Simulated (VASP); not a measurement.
Set up this calculation in VASP 6.6.1, as the native input.

```yaml
Task: electric field gradients
Functional: PBEsol
Potentials_or_basis: VASP PAW PBE potentials, release 64 (Cu)
Cutoff: 520 eV
k_mesh: 17 × 17 × 17
Occupations: fermi-dirac, width 0.05 eV
Spin: no spin polarisation
Dipole_correction: no
Further_INCAR_settings: ALGO = Normal; EDIFF = 1e-08; NBANDS = 12
```

The structure of Cu lies in POSCAR:

```
Cu
1.0
    0.0000000000      1.7887153358      1.7887153358
    1.7887153358      0.0000000000      1.7887153358
    1.7887153358      1.7887153358      0.0000000000
Cu
1
Direct
    0.0000000000      0.0000000000      0.0000000000
```

These files were run (other wordings do the same):

INCAR

```
SYSTEM = Cu
ALGO = Normal ; EDIFF = 1E-8
ENCUT = 520 ; GGA = PS
ISIF = 2 ; ISMEAR = -1
LASPH = .TRUE. ; LCHARG = .FALSE.
LEFG = .TRUE. ; LREAL = .FALSE.
LWAVE = .FALSE. ; NBANDS = 12
NELM = 100 ; PREC = Accurate
SIGMA = 0.05
```

KPOINTS

```
k-points
0
G
  17 17 17
  0 0 0
```

Potentials or basis: VASP PAW PBE potentials, release 64 (Cu).

Command:

```sh
$ cat potpaw_PBE.64/Cu/POTCAR > POTCAR
$ mpirun -np 1 vasp_std > vasp.out
```

It gave:

| Property | Result |
| --- | --- |
| Pressure | -1.4 GPa |

Caveat: without QUAD_EFG the Cq values of the log hold for a quadrupole moment of 1 mb, not for the nuclei; the PAW data sets were made with another functional, which shifts forces and pressure a little.

Wall time 16 s on 1 thread of Intel Xeon 6975P-C, with other jobs on the host, peak memory 0.14 GiB.
